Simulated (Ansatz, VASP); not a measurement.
## BeCdS4 in VASP and in Ansatz

The input INCAR:

```
ALGO = Normal ; EDIFF = 1E-6
ENCUT = 520 ; GGA = PE
ISIF = 2 ; ISMEAR = 0
LASPH = T ; LCHARG = T
LELF = T ; LREAL = F
LVHAR = T ; LWAVE = F
NBANDS = 50 ; NELM = 60
PREC = Accurate ; SIGMA = 0.1
```

The input KPOINTS:

```
k-points
0
Gamma
  2 2 2
```

File POSCAR:

```
BeCdS4
1.0
   -5.9174030280      0.0000000000      0.0141034060
    0.0711482046      0.0000000000     -5.9679879544
    0.0000000000     -6.0058339005      0.0000000000
Be Cd S
2 2 8
Direct
    0.0000000000      0.5000000000      0.5000000000
    0.0000000000      0.0000000000      0.0000000000
    0.5000000000      0.5000000000      0.0000000000
    0.5000000000      1.0000000000      0.5000000000
    0.0722890539      0.8884083284      0.6166238135
    0.9277109461      0.1115916716      0.3833761865
    0.3676477098      0.4107636706      0.4207622785
    0.6323522902      0.5892363294      0.5792377215
    0.6323522902      0.0892363294      0.9207622785
    0.3676477098      0.9107636706      0.0792377215
    0.9277109461      0.6115916716      0.1166238135
    0.0722890539      0.3884083284      0.8833761865
```

Input for Ansatz:

```yaml
crystal:
  lattice:
    - [-5.917403028, 0.0, 0.014103406]
    - [0.0711482046, 0.0, -5.9679879544]
    - [0.0, -6.0058339005, 0.0]
  atoms:
    - { symbol: Be, position: [0.0, 0.5, 0.5] }
    - { symbol: Be, position: [0.0, 0.0, 0.0] }
    - { symbol: Cd, position: [0.5, 0.5, 0.0] }
    - { symbol: Cd, position: [0.5, 1.0, 0.5] }
    - { symbol: S, position: [0.0722890539, 0.8884083284, 0.6166238135] }
    - { symbol: S, position: [0.9277109461, 0.1115916716, 0.3833761865] }
    - { symbol: S, position: [0.3676477098, 0.4107636706, 0.4207622785] }
    - { symbol: S, position: [0.6323522902, 0.5892363294, 0.5792377215] }
    - { symbol: S, position: [0.6323522902, 0.0892363294, 0.9207622785] }
    - { symbol: S, position: [0.3676477098, 0.9107636706, 0.0792377215] }
    - { symbol: S, position: [0.9277109461, 0.6115916716, 0.1166238135] }
    - { symbol: S, position: [0.0722890539, 0.3884083284, 0.8833761865] }
basis:
  ecutwfc: 420
kpoints:
  mp_grid: { grid: [2, 2, 2] }
hamiltonian:
  xc: pbe
scf:
  occupations: { method: gaussian, width: 0.1 }
  lower_state_search: "off"
output:
  forces: true
  stress: true
  eigenvalues: true
```

Alike in both runs: task single point; functional PBE; k mesh 2 × 2 × 2; occupations gaussian, width 0.1 eV; no spin polarisation.

```csv
,VASP,Ansatz
version,VASP 6.6.1,Ansatz 0.2.0
potentials or method,"VASP PAW PBE potentials, release 64 (Be, Cd, S), cutoff 520 eV","scalar-relativistic, plane waves, PAW"
valence electrons in the cell,76,92
```

Ansatz gave:

| Item | Value |
| --- | --- |
| gap on the k mesh at the Fermi level (eV) | 1.58 |
| least direct gap on the mesh (eV) | 1.81 |
| pressure (GPa) | 0.4 |
| traceless stress, the component that is largest in VASP (GPa) | 0.06 |
| rms of the force components (eV/Å) | 0.034 |

What did VASP give for the same quantities?

gap on the k mesh at the Fermi level (eV): 1.61; least direct gap on the mesh (eV): 1.85; pressure (GPa): 0.4; traceless stress, the component that is largest in VASP (GPa): 0.08; rms of the force components (eV/Å): 0.060.

Atom by atom the forces differ by 0.048 eV/Å (rms over components). VASP's potentials hold 76 valence electrons a cell and Ansatz's 92, so a difference there can come from the potentials and not from the codes.

The k mesh is coarse, so the values compare programs but aren't converged.
